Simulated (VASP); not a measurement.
# Y4I (P-43m) in VASP: a series of runs

Runs on Y4I. Level: PBE. Tasks: single point, relaxation of cell and atoms.

Everything below comes from runs of VASP 6.6.1. Logs are shortened: lines on timing, memory, paths and dates and some standing lists are left out, and cuts for length are marked.

**1. The cell of the first run**

The structure is cubic, space group P-43m (No. 215). Conventional cell: a = 5.829 Å, b = 5.829 Å, c = 5.829 Å, α = 90.00°, β = 90.00°, γ = 90.00°. Within 3.8 Å of Y (site symmetry 3m) lie 1 I at 2.91 Å and 3 Y at 3.49 Å. Within 3.8 Å of I (site symmetry -43m) lie 4 Y at 2.91 Å.

The cell was built from a structure type or drawn by symmetry, and may not be a known phase.

**2. Single point, PBE**

The input, INCAR:

```
PREC = Accurate ; ENCUT = 520
EDIFF = 1E-6 ; ISMEAR = 0
SIGMA = 0.1 ; LREAL = F
LASPH = T ; NELM = 100
ALGO = Normal ; ISIF = 2
LWAVE = F ; LCHARG = F
GGA = PE ; NBANDS = 34
```

The input, KPOINTS:

```
regular mesh
0
Gamma
  6 6 6
```

The input, POSCAR:

```
Y4I
1.0
    5.8294957882      0.0000000000      0.0000000000
    0.0000000000      5.8294957882      0.0000000000
    0.0000000000      0.0000000000      5.8294957882
Y I
4 1
Direct
    0.2881377842      0.2881377842      0.2881377842
    0.7118622158      0.7118622158      0.2881377842
    0.2881377842      0.7118622158      0.7118622158
    0.7118622158      0.2881377842      0.7118622158
    0.0000000000      0.0000000000      0.0000000000
```

Potentials or basis: VASP PAW PBE potentials, release 64 (Y_sv, I).

Started as:

```bash
> cat potpaw_PBE.64/Y_sv/POTCAR potpaw_PBE.64/I/POTCAR > POTCAR
> mpirun -np 1 vasp_std > vasp.out
```

OUTCAR:

```text
PREC = Accurate
   ENCUT = 520
   EDIFF = 1E-6
   ISMEAR = 0
   LREAL = F
   LASPH = T
   NELM = 100
   ISIF = 2
   GGA = PE

 ion  position               nearest neighbor table
   1  0.288  0.288  0.288-   5 2.91   3 3.49   4 3.49   2 3.49   3 4.17   4 4.17   2 4.17   3 4.17
                             2 4.17   4 4.17
   2  0.712  0.712  0.288-   5 2.91   3 3.49   4 3.49   1 3.49   1 4.17   3 4.17   1 4.17   4 4.17
                             3 4.17   4 4.17
   3  0.288  0.712  0.712-   5 2.91   2 3.49   4 3.49   1 3.49   1 4.17   4 4.17   1 4.17   2 4.17
                             2 4.17   4 4.17
   4  0.712  0.288  0.712-   5 2.91   2 3.49   3 3.49   1 3.49   1 4.17   3 4.17   1 4.17   2 4.17
                             2 4.17   3 4.17
   5  0.000  0.000  0.000-   1 2.91   2 2.91   3 2.91   4 2.91

  LATTYP: Found a simple cubic cell.
 ALAT       =     5.8294957882

  Lattice vectors:

 A1 = (   5.8294957882,   0.0000000000,   0.0000000000)
 A2 = (   0.0000000000,   5.8294957882,   0.0000000000)
 A3 = (   0.0000000000,   0.0000000000,   5.8294957882)

Analysis of symmetry for initial positions (statically):
=====================================================================
 Subroutine PRICEL returns:
 Original cell was already a primitive cell.

 Routine SETGRP: Setting up the symmetry group for a
 simple cubic supercell.

 Subroutine GETGRP returns: Found 24 space group operations
 (whereof 24 operations were pure point group operations)
 out of a pool of 48 trial point group operations.

The static configuration has the point symmetry T_d .

Analysis of symmetry for dynamics (positions and initial velocities):
=====================================================================
 Subroutine PRICEL returns:
 Original cell was already a primitive cell.

 Routine SETGRP: Setting up the symmetry group for a
 simple cubic supercell.

 Subroutine GETGRP returns: Found 24 space group operations
 (whereof 24 operations were pure point group operations)
 out of a pool of 48 trial point group operations.

The dynamic configuration has the point symmetry T_d .

 Subroutine INISYM returns: Found 24 space group operations
 (whereof 24 operations are pure point group operations),
 and found     1 'primitive' translations

----------------------------------------------------------------------------------------

                                     Primitive cell

  volume of cell :     198.1039

  direct lattice vectors                    reciprocal lattice vectors
     5.829495788  0.000000000  0.000000000     0.171541423  0.000000000  0.000000000
     0.000000000  5.829495788  0.000000000     0.000000000  0.171541423  0.000000000
     0.000000000  0.000000000  5.829495788     0.000000000  0.000000000  0.171541423

  length of vectors
     5.829495788  5.829495788  5.829495788     0.171541423  0.171541423  0.171541423

  position of ions in fractional coordinates (direct lattice)
     0.288137784  0.288137784  0.288137784
     0.711862216  0.711862216  0.288137784
     0.288137784  0.711862216  0.711862216
     0.711862216  0.288137784  0.711862216
     0.000000000  0.000000000  0.000000000

  ion indices of the primitive-cell ions
   primitive index   ion index
                 1           1
                 2           2
                 3           3
                 4           4
                 5           5

----------------------------------------------------------------------------------------

 KPOINTS: regular mesh

Automatic generation of k-mesh.
 Grid dimensions read from file:
 generate k-points for:    6    6    6

 Generating k-lattice:

  Cartesian coordinates                     Fractional coordinates (reciprocal lattice)
     0.028590237  0.000000000  0.000000000     0.166666667  0.000000000  0.000000000
     0.000000000  0.028590237  0.000000000     0.000000000  0.166666667  0.000000000
     0.000000000  0.000000000  0.028590237     0.000000000  0.000000000  0.166666667

  Length of vectors
     0.028590237  0.028590237  0.028590237

  Shift w.r.t. Gamma in fractional coordinates (k-lattice)
     0.000000000  0.000000000  0.000000000

 Subroutine IBZKPT returns following result:
 ===========================================

 Found     20 irreducible k-points:

 Following reciprocal coordinates:
            Coordinates               Weight
  0.000000  0.000000  0.000000      1.000000
  0.166667  0.000000  0.000000      6.000000
  0.333333  0.000000  0.000000      6.000000
  0.500000  0.000000  0.000000      3.000000
  0.166667  0.166667  0.000000     12.000000
  0.333333  0.166667  0.000000     24.000000
[... 12 lines left out ...]
  0.500000  0.500000  0.333333      6.000000
  0.500000  0.500000  0.500000      1.000000
   k-points           NKPTS =     20   k-points in BZ     NKDIM =     20   number of bands    NBANDS=     34
   number of dos      NEDOS =    301   number of ions     NIONS =      5
   total plane-waves  NPLWV = 110592
[... 49 lines left out ...]
  volume of cell :      198.10
 maximum number of plane-waves:      5400
 NGX is ok and might be reduce to    48
   NGX = 21   NGY = 21   NGZ = 21

 number of electron      51.0000001 magnetization

 Free energy of the ion-electron system (eV)
  ---------------------------------------------------
  ext. energy  EPLUGINS =         0.00000000
  ---------------------------------------------------
  free energy    TOTEN  =       -26.01040516 eV

  energy without entropy =      -25.96257517  energy(sigma->0) =      -25.98649017

 E-fermi :   3.0431     XC(G=0):  -8.6015

 val. band max:        3.0410509492   @ k =   0.5000   0.3333   0.1667
 cond. band min:       3.0699635908   @ k =   0.3333   0.0000   0.0000
 fundamental gap:      0.0289126416
 Fermi energy:         3.0431076560

 k-point     1 :       0.0000    0.0000    0.0000
  band No.  band energies     occupation
      1     -40.3857      2.00000
      2     -40.3521      2.00000
      3     -40.3521      2.00000
      4     -40.3521      2.00000
      5     -20.5542      2.00000
      6     -20.4156      2.00000
[... 26 lines left out ...]
     33       5.9451      0.00000
     34       5.9671      0.00000

 k-point     2 :       0.1667    0.0000    0.0000
  band No.  band energies     occupation
      1     -40.3849      2.00000
      2     -40.3529      2.00000
      3     -40.3521      2.00000
      4     -40.3521      2.00000
      5     -20.5439      2.00000
      6     -20.4122      2.00000
[... 26 lines left out ...]
     33       5.5548      0.00000
     34       5.7261      0.00000

 k-point     3 :       0.3333    0.0000    0.0000
  band No.  band energies     occupation
      1     -40.3832      2.00000
      2     -40.3546      2.00000
      3     -40.3521      2.00000
      4     -40.3521      2.00000
      5     -20.5204      2.00000
      6     -20.4081      2.00000
[... 26 lines left out ...]
     33       5.2629      0.00000
     34       5.3025      0.00000

 k-point     4 :       0.5000    0.0000    0.0000
  band No.  band energies     occupation
      1     -40.3823      2.00000
      2     -40.3555      2.00000
      3     -40.3521      2.00000
      4     -40.3521      2.00000
      5     -20.5064      2.00000
      6     -20.4103      2.00000
[... 26 lines left out ...]
     33       5.0870      0.00000
     34       5.2205      0.00000

 k-point     5 :       0.1667    0.1667    0.0000
  band No.  band energies     occupation
      1     -40.3842      2.00000
      2     -40.3530      2.00000
      3     -40.3528      2.00000
      4     -40.3521      2.00000
      5     -20.5357      2.00000
      6     -20.4106      2.00000
[... 473 lines left out ...]
 k-point    18 :       0.5000    0.3333    0.3333
  band No.  band energies     occupation
      1     -40.3789      2.00000
      2     -40.3548      2.00000
      3     -40.3543      2.00000
      4     -40.3541      2.00000
      5     -20.5392      2.00000
      6     -20.4349      2.00000
[... 26 lines left out ...]
     33       4.5527      0.00000
     34       4.6453      0.00000

 k-point    19 :       0.5000    0.5000    0.3333
  band No.  band energies     occupation
      1     -40.3783      2.00000
      2     -40.3547      2.00000
      3     -40.3547      2.00000
      4     -40.3542      2.00000
      5     -20.5477      2.00000
      6     -20.4392      2.00000
[... 26 lines left out ...]
     33       4.5120      0.00000
     34       4.5633      0.00000

 k-point    20 :       0.5000    0.5000    0.5000
  band No.  band energies     occupation
      1     -40.3778      2.00000
      2     -40.3547      2.00000
      3     -40.3547      2.00000
      4     -40.3547      2.00000
      5     -20.5582      2.00000
      6     -20.4441      2.00000
[... 26 lines left out ...]
     33       4.4818      0.00000
     34       4.4818      0.00000

------------------------ aborting loop because EDIFF is reached ----------------------------------------

  FORCE on cell =-STRESS in cart. coord.  units (eV):
  Direction    XX          YY          ZZ          XY          YZ          ZX
  --------------------------------------------------------------------------------------
  -------------------------------------------------------------------------------------
  Total       -0.1302771     -0.1302771     -0.1302771     -0.0000000     -0.0000000     -0.0000000
  in kB       -1.0536244     -1.0536244     -1.0536244     -0.0000000     -0.0000000     -0.0000000
  external PRESSURE =      -1.0536244 kB  Pullay stress =       0.0000000 kB

 VOLUME and BASIS-vectors are now :
 -----------------------------------------------------------------------------
  energy-cutoff  :      520.00
  volume of cell :      198.10
      direct lattice vectors                 reciprocal lattice vectors
     5.829495788  0.000000000  0.000000000     0.171541423  0.000000000  0.000000000
     0.000000000  5.829495788  0.000000000     0.000000000  0.171541423  0.000000000
     0.000000000  0.000000000  5.829495788     0.000000000  0.000000000  0.171541423

 POSITION                                       TOTAL-FORCE (eV/Angst)
 -----------------------------------------------------------------------------------
      1.67970      1.67970      1.67970         0.008589      0.008589      0.008589
      4.14980      4.14980      1.67970        -0.008589     -0.008589      0.008589
      1.67970      4.14980      4.14980         0.008589     -0.008589     -0.008589
      4.14980      1.67970      4.14980        -0.008589      0.008589     -0.008589
      0.00000      0.00000      0.00000        -0.000000      0.000000     -0.000000
 -----------------------------------------------------------------------------------
    total drift:                               -0.000000     -0.000000     -0.000000

  FREE ENERGIE OF THE ION-ELECTRON SYSTEM (eV)
  ---------------------------------------------------
  free  energy   TOTEN  =       -26.0104051608 eV

  energy  without entropy=      -25.9625751737  energy(sigma->0) =      -25.98649017
```

Wall time 70 s (1 thread of AMD EPYC 9R45 (Zen 5), shared host); peak memory 0.36 GiB.

Results:

```
Free energy            : -26.0104 eV
Pressure               : -0.1 GPa
Largest force          : 0.015 eV/Å
Band gap on the k mesh : zero (an odd number of electrons rules out a gap without spin polarisation)
```

Forces on the atoms (eV/Å):
```
Y    0.009  0.009  0.009
Y   -0.009 -0.009  0.009
Y    0.009 -0.009 -0.009
Y   -0.009  0.009 -0.009
I    0.000  0.000  0.000
```

Caveat: spin-orbit coupling is left out, which moves the levels of the heavy elements; an odd number of electrons without spin polarisation forces a metal; a magnetic or distorted state may lie lower.

**3. Relaxation of cell and atoms, PBE**

This run uses another cell than the first one, of 30.67 Å³/atom.

The input, INCAR:

```
SYSTEM = Y4I
ALGO     = Normal         ! electronic algorithm
EDIFF    = 1E-6           ! SCF threshold, eV
EDIFFG   = -0.04          ! ionic threshold
ENCUT    = 600            ! plane-wave cutoff, eV
GGA      = PE             ! functional
IBRION   = 2              ! ionic algorithm
ISIF     = 3              ! what is computed and relaxed
ISMEAR   = 0              ! smearing method
LASPH    = .TRUE.         ! aspherical terms in the spheres
LCHARG   = .FALSE.        ! write CHGCAR
LREAL    = .FALSE.        ! projectors in reciprocal space
LWAVE    = .FALSE.        ! write WAVECAR
NELM     = 80             ! most SCF steps
NSW      = 90             ! ionic steps
PREC     = Accurate       ! precision mode
SIGMA    = 0.1            ! smearing width, eV
```

The input, KPOINTS:

```
k-points
0
G
  4 4 4
  0 0 0
```

The input, POSCAR:

```
Y4I
1.0
    5.3525333700      0.0000000000      0.0000000000
    0.0000000000      5.3525333700      0.0000000000
    0.0000000000      0.0000000000      5.3525333700
Y I
4 1
Direct
    0.2500000000      0.2500000000      0.2500000000
    0.7500000000      0.7500000000      0.2500000000
    0.2500000000      0.7500000000      0.7500000000
    0.7500000000      0.2500000000      0.7500000000
    0.0000000000      0.0000000000      0.0000000000
```

Potentials or basis: VASP PAW PBE potentials, release 64 (Y_sv, I).

Started as:

```bash
> cat potpaw_PBE.64/Y_sv/POTCAR potpaw_PBE.64/I/POTCAR > POTCAR
> mpirun -np 1 vasp_std > vasp.out
```

It took 7.5 min on 1 thread of AMD EPYC 9R45 (Zen 5), shared host; peak memory 0.35 GiB.

Results (log left out):

| Property | Result |
| --- | --- |
| Free energy | -25.9947 eV |
| Relaxed volume | 39.62 Å³/atom |
| Relaxed cell | a = 5.830 Å, b = 5.830 Å, c = 5.830 Å, α = 90.00°, β = 90.00°, γ = 90.00° |
| Space group after relaxing (to 0.1 Å) | P-43m (No. 215) |
| Energy gained by relaxing | 1633.4 meV/atom |
| Ionic steps | 12 |
| Pressure after relaxing | 0.0 GPa |
| Band gap on the k mesh | zero (an odd number of electrons rules out a gap without spin polarisation) |

Step by step:
```csv
step,energy change (eV),largest force (eV/Å),pressure (GPa),volume (Å³)
1,0.0000,10.2151,30.60,153.35
2,-4.9099,0.5451,-5.36,323.52
3,-7.7898,0.5781,-3.23,222.39
4,-7.8388,0.6780,-2.76,218.07
5,-7.8718,0.9658,-1.47,208.87
6,-7.8740,0.9201,-1.65,210.10
7,-8.0722,0.6527,-0.30,199.82
8,-8.1221,0.3550,1.11,191.78
9,-8.1645,0.0246,0.39,195.78
10,-8.1659,0.0522,0.22,196.81
11,-8.1659,0.0448,0.23,196.71
12,-8.1671,0.0054,-0.03,198.12
```

Final structure:
```
Y I
1.0
     5.82966    0.00000    0.00000
     0.00000    5.82966    0.00000
     0.00000    0.00000    5.82966
Y I
4 1
Direct
  0.28856 0.28856 0.28856
  0.71144 0.71144 0.28856
  0.28856 0.71144 0.71144
  0.71144 0.28856 0.71144
  0.00000 0.00000 0.00000
```

Levels at points of the mesh, in eV from the Fermi level:
```csv
k point,band 23,band 24,band 25,band 26,band 27,band 28,band 29,band 30
"(0.00, 0.00, 0.00)",-0.52,-0.52,-0.48,-0.48,-0.47,0.24,0.24,1.59
"(0.50, 0.00, 0.00)",-0.59,-0.46,-0.46,-0.19,-0.01,0.15,0.35,0.80
"(0.50, 0.50, 0.00)",-1.05,-0.82,-0.10,0.16,0.37,0.37,0.76,0.76
"(0.50, 0.50, 0.50)",-1.30,-1.21,0.46,0.46,0.46,0.86,0.86,1.37
```

Caveat: the volume moved by over 15 % at a fixed basis, so the end points are rough; spin-orbit coupling is left out, which moves the levels of the heavy elements; an odd number of electrons without spin polarisation forces a metal; a magnetic or distorted state may lie lower.

**4. Relaxation of cell and atoms, PBE**

This run uses another cell than the first one, of 39.40 Å³/atom.

The input, INCAR:

```
PREC = Accurate
ENCUT = 600
EDIFF = 1E-7
ISMEAR = 0
SIGMA = 0.1
LREAL = False
LASPH = True
NELM = 100
ALGO = Normal
ISIF = 3
LWAVE = False
LCHARG = False
GGA = PE
IBRION = 2
NSW = 100
EDIFFG = -0.01
```

The input, KPOINTS:

```
regular mesh
0
Gamma
  6 6 6
```

The input, POSCAR:

```
Y4I
1.0
    5.8185974288      0.0000000000      0.0000000000
    0.0000000000      5.8185974288      0.0000000000
    0.0000000000      0.0000000000      5.8185974288
Y I
4 1
Direct
    0.2886048218      0.2886048218      0.2886048218
    0.7113951782      0.7113951782      0.2886048218
    0.2886048218      0.7113951782      0.7113951782
    0.7113951782      0.2886048218      0.7113951782
    0.0000000000      0.0000000000      0.0000000000
```

Started as:

```bash
> cat potpaw_PBE.64/Y_sv/POTCAR potpaw_PBE.64/I/POTCAR > POTCAR
> mpirun -np 1 vasp_std > vasp.out
```

Wall time 4 min (1 thread of AMD EPYC 9R45 (Zen 5), shared host); peak memory 0.4 GiB.

Results (log left out):

```
Free energy                           : -26.0105 eV
Relaxed volume                        : 39.53 Å³/atom
Relaxed cell                          : a = 5.825 Å, b = 5.825 Å, c = 5.825 Å, α = 90.00°, β = 90.00°, γ = 90.00°
Space group after relaxing (to 0.1 Å) : P-43m (No. 215)
Energy gained by relaxing             : 0.1 meV/atom
Ionic steps                           : 4
Pressure after relaxing               : 0.0 GPa
Largest force after relaxing          : 0.007 eV/Å
Band gap on the k mesh                : zero (an odd number of electrons rules out a gap without spin polarisation)
```

Forces in eV/Å, atoms in the order of the input:
```
Y   -0.004 -0.004 -0.004
Y    0.004  0.004 -0.004
Y   -0.004  0.004  0.004
Y    0.004 -0.004  0.004
I    0.000  0.000  0.000
```

Step by step:
| step | energy change (eV) | largest force (eV/Å) | pressure (GPa) | volume (Å³) |
| --- | --- | --- | --- | --- |
| 1 | 0.0000 | 0.0341 | 0.10 | 196.99 |
| 2 | -0.0003 | 0.0157 | -0.02 | 197.73 |
| 3 | -0.0003 | 0.0160 | -0.02 | 197.72 |
| 4 | -0.0004 | 0.0068 | -0.01 | 197.63 |

Final structure:
```cif
data_structure
_symmetry_space_group_name_H-M 'P 1'
_symmetry_Int_Tables_number 1
_cell_length_a 5.8249
_cell_length_b 5.8249
_cell_length_c 5.8249
_cell_angle_alpha 90.000
_cell_angle_beta 90.000
_cell_angle_gamma 90.000
_cell_volume 197.63
loop_
_atom_site_label
_atom_site_type_symbol
_atom_site_fract_x
_atom_site_fract_y
_atom_site_fract_z
_atom_site_occupancy
Y1 Y 0.28835 0.28835 0.28835 1
Y2 Y 0.71165 0.71165 0.28835 1
Y3 Y 0.28835 0.71165 0.71165 1
Y4 Y 0.71165 0.28835 0.71165 1
I1 I 0.00000 0.00000 0.00000 1
```

Levels at points of the mesh, in eV from the Fermi level:
| k point | band 21 | band 22 | band 23 | band 24 | band 25 | band 26 | band 27 | band 28 | band 29 | band 30 |
| --- | --- | --- | --- | --- | --- | --- | --- | --- | --- | --- |
| (0.00, 0.00, 0.00) | -3.45 | -0.53 | -0.53 | -0.53 | -0.49 | -0.49 | -0.49 | 0.24 | 0.24 | 1.58 |
| (0.50, 0.00, 0.00) | -1.89 | -1.84 | -0.61 | -0.47 | -0.47 | -0.19 | -0.02 | 0.14 | 0.33 | 0.79 |
| (0.50, 0.50, 0.00) | -2.04 | -1.06 | -1.06 | -0.82 | -0.12 | 0.14 | 0.36 | 0.36 | 0.75 | 0.75 |
| (0.50, 0.50, 0.50) | -1.31 | -1.31 | -1.31 | -1.24 | 0.46 | 0.46 | 0.46 | 0.85 | 0.85 | 1.37 |

Caveat: spin-orbit coupling is left out, which moves the levels of the heavy elements; an odd number of electrons without spin polarisation forces a metal; a magnetic or distorted state may lie lower.

**5. Overview**

```tsv
task	cell	k mesh	cutoff (eV)	gap on the mesh (eV)	pressure (GPa)	relaxed volume (Å³/atom)	largest force (eV/Å)
single point	a = 5.829 Å, 5 atoms, atomic positions A	6 × 6 × 6	520	none	-0.1	-	0.01
relaxation of cell and atoms	relaxed from a = 5.353 Å, 5 atoms, atomic positions B	4 × 4 × 4	600	none	0.0	39.62	-
relaxation of cell and atoms	relaxed from a = 5.819 Å, 5 atoms, atomic positions A	6 × 6 × 6	600	none	0.0	39.53	0.01
```

Alike in all rows: level PBE; potentials or basis VASP PAW PBE potentials, release 64 (Y_sv, I); no spin polarisation; smearing gaussian 0.1 eV.

Caveats: spin-orbit coupling is left out, which moves the levels of the heavy elements; an odd number of electrons without spin polarisation forces a metal; a magnetic or distorted state may lie lower; the volume moved by over 15 % at a fixed basis, so the end points are rough (at least some runs).

Total energies depend on the potentials used, so only differences within one code and one set of settings carry meaning.
